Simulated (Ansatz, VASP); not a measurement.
**Mo in VASP and in Ansatz**

File INCAR:

```
SYSTEM = Mo
PREC = Accurate ; ENCUT = 520
EDIFF = 1E-6 ; ISMEAR = 0
SIGMA = 0.1 ; LREAL = .FALSE.
LASPH = .TRUE. ; NELM = 80
ALGO = Normal ; ISIF = 2
LWAVE = .FALSE. ; LCHARG = .TRUE.
GGA = PS ; LELF = .TRUE.
LVHAR = .TRUE. ; NBANDS = 13
```

Contents of KPOINTS:

```
regular mesh
0
G
  8 8 8
  0 0 0
```

File POSCAR:

```
Mo
1.0
    2.5529747183      0.0000000000      0.0000000000
    0.0000000000      2.5529747183      0.0000000000
    0.0000000000      0.0000000000      2.5529747183
Mo
1
Direct
    0.0000000000      0.0000000000      0.0000000000
```

Input for Ansatz:

```yaml
crystal:
  lattice:
    - [2.5529747183, 0.0, 0.0]
    - [0.0, 2.5529747183, 0.0]
    - [0.0, 0.0, 2.5529747183]
  atoms:
    - { symbol: Mo, position: [0.0, 0.0, 0.0] }
basis:
  ecutwfc: 420
kpoints:
  mp_grid: { grid: [8, 8, 8] }
hamiltonian:
  xc: pbesol
scf:
  occupations: { method: gaussian, width: 0.1 }
  lower_state_search: "off"
output:
  forces: true
  stress: true
  eigenvalues: true
```

Alike in both runs: task single point; functional PBEsol; k mesh 8 × 8 × 8; occupations gaussian, width 0.1 eV; no spin polarisation.

|  | VASP | Ansatz |
| --- | --- | --- |
| version | VASP 6.6.1 | Ansatz 0.2.0 |
| potentials or method | VASP PAW PBE potentials, release 64 (Mo_sv), cutoff 520 eV | scalar-relativistic, plane waves, PAW |
| valence electrons in the cell | 14 | 14 |

|  | VASP | Ansatz | Ansatz less VASP |
| --- | --- | --- | --- |
| gap on the k mesh at the Fermi level (eV) | none | none | - |
| pressure (GPa) | 7.8 | 7.2 | -0.59 |

VASP's potentials were made for PBE, not for PBEsol. A gap of «none» marks a metal or a gap that the smearing closes. With one functional, cell and mesh, what is left measures potentials, basis and numerics.
